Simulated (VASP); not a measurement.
# Ba (Im-3m) in VASP: single point with r2SCAN+D3(BJ)

Aim: the single point of Ba with r2SCAN+D3(BJ).

Everything below comes from runs of VASP 6.6.1. Logs are shortened: lines on timing, memory, paths and dates and some standing lists are left out, and cuts for length are marked.

### 1 The cell of the first run

Symmetry: Im-3m, No. 229, cubic system. The conventional cell has a = 5.032 Å, b = 5.032 Å, c = 5.032 Å, α = 90.00°, β = 90.00°, γ = 90.00°. Within 5.7 Å of Ba (site symmetry m-3m) lie 14 Ba at 4.36 to 5.03 Å.

### 2 Single point, r2SCAN+D3(BJ)

POSCAR reads:

```
Ba
1.0
    5.0322906207      0.0000000000      0.0000000000
    0.0000000000      5.0322906207      0.0000000000
    0.0000000000      0.0000000000      5.0322906207
Ba
2
Direct
    0.0000000000      0.0000000000      0.0000000000
    0.5000000000      0.5000000000      0.5000000000
```

INCAR.step1 reads:

```
  ALGO = Normal
  EDIFF = 1E-4
  ENCUT = 520
  GGA = PE
  ISMEAR = 1
  LASPH = True
  LCHARG = False
  LREAL = False
  LWAVE = True
  NBANDS = 17
  NELM = 60
  PREC = Accurate
  SIGMA = 0.1
```

INCAR.step2 reads:

```
  ALGO = Normal
  EDIFF = 1E-6
  ENCUT = 520
  ISIF = 2
  ISMEAR = 1
  ISTART = 1
  IVDW = 12
  LASPH = True
  LCHARG = False
  LMIXTAU = True
  LREAL = False
  LWAVE = False
  METAGGA = R2SCAN
  NBANDS = 17
  NELM = 60
  PREC = Accurate
  SIGMA = 0.1
  VDW_A1 = 0.49484001
  VDW_A2 = 5.73083694
  VDW_S6 = 1.0
  VDW_S8 = 0.78981345
```

KPOINTS reads:

```
k-points
0
Gamma
  5 5 5
```

Potentials or basis: VASP PAW PBE potentials, release 64 (Ba_sv).

Launch:

```bash
$ cat potpaw_PBE.64/Ba_sv/POTCAR > POTCAR
$ cp INCAR.step1 INCAR
$ mpirun -np 1 vasp_std > vasp.out
$ cp INCAR.step2 INCAR
$ mpirun -np 1 vasp_std > vasp.out
```

OUTCAR:

```text
EDIFF = 1E-6
   ENCUT = 520
   ISIF = 2
   ISMEAR = 1
   ISTART = 1
   IVDW = 12
   LASPH = True
   LREAL = False
   METAGGA = R2SCAN
   NELM = 60
   PREC = Accurate
 IVDW          = 12

 ion  position               nearest neighbor table
   1  0.000  0.000  0.000-   2 4.36   2 4.36   2 4.36   2 4.36   2 4.36   2 4.36   2 4.36   2 4.36

   2  0.500  0.500  0.500-   1 4.36   1 4.36   1 4.36   1 4.36   1 4.36   1 4.36   1 4.36   1 4.36

  LATTYP: Found a simple cubic cell.
 ALAT       =     5.0322906207

  Lattice vectors:

 A1 = (   5.0322906207,   0.0000000000,   0.0000000000)
 A2 = (   0.0000000000,   5.0322906207,   0.0000000000)
 A3 = (   0.0000000000,   0.0000000000,   5.0322906207)

Analysis of symmetry for initial positions (statically):
=====================================================================
 Subroutine PRICEL returns following result:

  LATTYP: Found a body centered cubic cell.
 ALAT       =     5.0322906207

  Lattice vectors:

 A1 = (   2.5161453104,   2.5161453104,  -2.5161453103)
 A2 = (  -2.5161453104,   2.5161453103,   2.5161453103)
 A3 = (   2.5161453104,  -2.5161453103,   2.5161453104)

   2 primitive cells build up your supercell.

 Routine SETGRP: Setting up the symmetry group for a
 simple cubic supercell.

 Subroutine GETGRP returns: Found 48 space group operations
 (whereof 48 operations were pure point group operations)
 out of a pool of 48 trial point group operations.

The static configuration has the point symmetry O_h .

Analysis of symmetry for dynamics (positions and initial velocities):
=====================================================================
 Subroutine PRICEL returns following result:

  LATTYP: Found a body centered cubic cell.
 ALAT       =     5.0322906207

  Lattice vectors:

 A1 = (   2.5161453104,   2.5161453104,  -2.5161453103)
 A2 = (  -2.5161453104,   2.5161453103,   2.5161453103)
 A3 = (   2.5161453104,  -2.5161453103,   2.5161453104)

   2 primitive cells build up your supercell.

 Routine SETGRP: Setting up the symmetry group for a
[... 79 lines left out ...]
 SYSTEM =  unknown system
   PREC   = accura    normal or accurate (medium, high low for compatibility)
   ISTART =      1    job   : 0-new  1-cont  2-samecut
   ICHARG =      0    charge: 1-file 2-atom 10-const
   ISPIN  =      1    spin polarized calculation?
   LNONCOLLINEAR =      F non collinear calculations
   LSORBIT =      F    spin-orbit coupling
   LASPH  =      T    aspherical Exc in radial PAW
   ENCUT  =  520.0 eV  38.22 Ry    6.18 a.u.   9.36  9.36  9.36*2*pi/ulx,y,z
   NELM   =     60;   NELMIN=  2; NELMDL=  0     # of ELM steps
   EDIFF  = 0.1E-05   stopping-criterion for ELM
   LREAL  =      F    real-space projection
   EDIFFG = 0.1E-04   stopping-criterion for IOM
   NSW    =      0    number of steps for IOM
   IBRION =     -1    ionic relax: 0-MD 1-quasi-New 2-CG
   NFREE  =      0    steps in history (QN), initial steepest desc. (CG)
   ISIF   =      2    stress and relaxation
   ISYM   =      2    0-nonsym 1-usesym 2-fastsym
   POTIM  = 0.5000    time-step for ionic-motion
   TEBEG  =    0.0;   TEEND  =   0.0 temperature during run
   PSTRESS=    0.0 pullay stress
   NELECT =      20.0000    total number of electrons
   NUPDOWN=      -1.0000    fix difference up-down
   EMIN   =  10.00;   EMAX   =-10.00  energy-range for DOS
   EFERMI =   0.00;   METHOD = LEGACY
   ISMEAR =     1;   SIGMA  =   0.10  broadening in eV -4-tet -1-fermi 0-gaus
   EFERMI_NEDOS =   21; number of points for ismear=-14 and -15
   IALGO  =     38    algorithm
   IMIX   =      4    mixing-type and parameters
     AMIX     =   0.40;   BMIX     =  1.00
     AMIX_MAG =   1.60;   BMIX_MAG =  1.00
  volume/ion in A,a.u.               =      63.72       430.00
  Fermi-wavevector in a.u.,A,eV,Ry     =   0.883051  1.668724 10.609538  0.779779
  Thomas-Fermi vector in A             =   2.003765
   LORBIT       =      0    0 simple, 1 ext, 2 COOP (PROOUT), +10 PAW based schemes
   METAGGA = R2SCAN    functional components
   LHFCALC =     F    Hartree Fock is set to
   AEXX    =    0.0000 exact exchange contribution
   IVDW    =    12    specifies the selected vdW correction
   LEPSILON=     F    determine dielectric tensor
   LRPA    =     F    only Hartree local field effects (RPA)
 non-spin polarized calculation
 Methfessel and Paxton  Order N= 1 SIGMA  =   0.10
  energy-cutoff  :      520.00
  volume of cell :      127.44
 maximum number of plane-waves:      3447
 NGX is ok and might be reduce to    40
   NGX = 19   NGY = 19   NGZ = 19

 number of electron      19.9999997 magnetization

 Free energy of the ion-electron system (eV)
  ---------------------------------------------------
  ext. energy  EPLUGINS =         0.00000000
  ---------------------------------------------------
  free energy    TOTEN  =       -52.87473078 eV

  energy without entropy =      -52.87394598  energy(sigma->0) =      -52.87446918

 E-fermi :   1.6665     XC(G=0):  -7.7923

 val. band max:        1.5606128813   @ k =   0.2000   0.2000   0.0000
 cond. band min:       1.6934748608   @ k =   0.2000   0.2000   0.2000
 fundamental gap:      0.1328619796
 Fermi energy:         1.6664697693

 k-point     1 :       0.0000    0.0000    0.0000
  band No.  band energies     occupation
      1     -28.2475      2.00000
      2     -28.1709      2.00000
      3     -13.0944      2.00000
      4     -13.0944      2.00000
      5     -13.0944      2.00000
      6     -12.7846      2.00000
[... 177 lines left out ...]
      4     -13.0760      2.00000
      5     -13.0760      2.00000
      6     -12.9396      2.00000
[... 9 lines left out ...]
     16       5.7195      0.00000
     17       5.7530      0.00000

------------------------ aborting loop because EDIFF is reached ----------------------------------------

 Edisp (eV)   -0.18779

 E8    (eV) :    -0.0912

  FORCE on cell =-STRESS in cart. coord.  units (eV):
  Direction    XX          YY          ZZ          XY          YZ          ZX
  --------------------------------------------------------------------------------------
  -------------------------------------------------------------------------------------
  Total       0.01691     0.01691     0.01691     0.00000     0.00000     0.00000
  in kB       0.21265     0.21265     0.21265     0.00000     0.00000     0.00000
  external pressure =        0.21 kB  Pullay stress =        0.00 kB

 VOLUME and BASIS-vectors are now :
 -----------------------------------------------------------------------------
  energy-cutoff  :      520.00
  volume of cell :      127.44
      direct lattice vectors                 reciprocal lattice vectors
     5.032290621  0.000000000  0.000000000     0.198716663  0.000000000  0.000000000
     0.000000000  5.032290621  0.000000000     0.000000000  0.198716663  0.000000000
     0.000000000  0.000000000  5.032290621     0.000000000  0.000000000  0.198716663

 POSITION                                       TOTAL-FORCE (eV/Angst)
 -----------------------------------------------------------------------------------
      0.00000      0.00000      0.00000        -0.000000     -0.000000     -0.000000
      2.51615      2.51615      2.51615         0.000000      0.000000      0.000000
 -----------------------------------------------------------------------------------
    total drift:                                0.000000      0.000000     -0.000000

  FREE ENERGIE OF THE ION-ELECTRON SYSTEM (eV)
  ---------------------------------------------------
  free  energy   TOTEN  =       -53.0625173424 eV

  energy  without entropy=      -53.0617325391  energy(sigma->0) =      -53.06225574
```

OUTCAR.step1:

```text
EDIFF = 1E-4
   ENCUT = 520
   GGA = PE
   ISMEAR = 1
   LASPH = True
[... 423 lines left out ...]
 -----------------------------------------------------------------------------------
      0.00000      0.00000      0.00000         0.000000      0.000000      0.000000
      2.51615      2.51615      2.51615        -0.000000     -0.000000     -0.000000
 -----------------------------------------------------------------------------------
    total drift:                                0.000000      0.000000     -0.000000

  FREE ENERGIE OF THE ION-ELECTRON SYSTEM (eV)
  ---------------------------------------------------
  free  energy   TOTEN  =        -3.8233402074 eV

  energy  without entropy=       -3.8228265995  energy(sigma->0) =       -3.82316900
```

OSZICAR.step1:

```text
N       E                     dE             d eps       ncg     rms          rms(c)
DAV:   1     0.140489056101E+03    0.14049E+03   -0.82035E+03   340   0.973E+02
DAV:   2     0.632810211712E+01   -0.13416E+03   -0.13068E+03   505   0.182E+02
DAV:   3    -0.335155953469E+01   -0.96797E+01   -0.96504E+01   440   0.534E+01
DAV:   4    -0.381812311206E+01   -0.46656E+00   -0.46634E+00   512   0.862E+00
DAV:   5    -0.382062677985E+01   -0.25037E-02   -0.25033E-02   493   0.825E-01    0.228E+00
DAV:   6    -0.382111627181E+01   -0.48949E-03   -0.60582E-03   431   0.683E-01    0.136E+00
DAV:   7    -0.382292866342E+01   -0.18124E-02   -0.13615E-02   391   0.112E+00    0.615E-02
DAV:   8    -0.382331619331E+01   -0.38753E-03   -0.78922E-04   550   0.131E-01    0.418E-02
DAV:   9    -0.382334020739E+01   -0.24014E-04   -0.13808E-05   262   0.277E-02
   1 F= -.38233402E+01 E0= -.38231690E+01  d E =-.513608E-03
```

It took 55 s on 1 thread of Intel Xeon 6975P-C (Granite Rapids), shared host; peak memory 0.25 GiB.

Results:

* Free energy: -53.0625 eV
* Pressure: 0.0 GPa
* Band gap on the k mesh: zero (band 10 reaches 1.96 eV, above the bottom of band 11 at 1.08 eV)
* Dispersion energy per atom: -0.094 eV

Caveat: the PAW data sets were made with another functional, which shifts forces and pressure a little; spin-orbit coupling is left out, which moves the levels of the heavy elements; pairwise dispersion overbinds metals, which lowers pressure and volume.
